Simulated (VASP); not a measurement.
Set up this calculation in VASP 6.6.1, as the native input.

```
Task                   : single point
Functional             : PBE
Potentials or basis    : VASP PAW PBE potentials, release 64 (Ni, O)
Cutoff                 : 520 eV
k mesh                 : 22 × 22 × 22
Occupations            : gaussian, width 0.1 eV
Spin                   : collinear spin, ferromagnetic start
Starting moments       : [1.61, 0.41] μB
Dipole correction      : no
Further INCAR settings : ALGO = Normal; EDIFF = 1e-06; NBANDS = 19
```

The structure of NiO lies in POSCAR:

```
NiO
1.0
    0.0000000000      2.2406275172      2.2406275172
    2.2406275172      0.0000000000      2.2406275172
    2.2406275172      2.2406275172      0.0000000000
Ni O
1 1
Direct
    0.0000000000      0.0000000000      0.0000000000
    0.2500000000      0.2500000000      0.2500000000
```

One way to write it, as run:

INCAR

```
SYSTEM = NiO
ALGO     = Normal         ! electronic algorithm
EDIFF    = 1E-6           ! SCF threshold, eV
ENCUT    = 520            ! plane-wave cutoff, eV
GGA      = PE             ! functional
ISIF     = 2              ! what is computed and relaxed
ISMEAR   = 0              ! smearing method
ISPIN    = 2              ! spin polarisation
LASPH    = .True.         ! aspherical terms in the spheres
LCHARG   = .True.         ! write CHGCAR
LELF     = .True.         ! ELF
LMAXMIX  = 4              ! l up to which the mixer works
LORBIT   = 11             ! projections on sites
LREAL    = .False.        ! projectors in reciprocal space
LVHAR    = .True.       
LWAVE    = .False.        ! write WAVECAR
MAGMOM   = 1.61 0.41      ! initial moments
NBANDS   = 19             ! bands
NELM     = 150            ! most SCF steps
PREC     = Accurate       ! precision mode
SIGMA    = 0.1            ! smearing width, eV
```

KPOINTS

```
k-points
0
Gamma
  22 22 22
  0 0 0
```

Potentials or basis: VASP PAW PBE potentials, release 64 (Ni, O).

Run with:

```bash
$ cat potpaw_PBE.64/Ni/POTCAR potpaw_PBE.64/O/POTCAR > POTCAR
$ mpirun -np 1 vasp_std > vasp.out
```

It gave:

```json
{
 "Pressure": "0.3 GPa",
 "Net moment": "1.91 μB per cell",
 "Site moments": "Ni +1.50; O +0.36 μB",
 "Valence electrons inside the program's atomic spheres": "Ni 9.10; O 4.97"
}
```

Caveat: a cell with one magnetic atom can't hold antiferromagnetic order, which such compounds often take.

It took 2.2 min on 1 thread of AMD EPYC 9R45 96-Core Processor (Zen 5), on a shared host, peak memory 0.29 GiB.
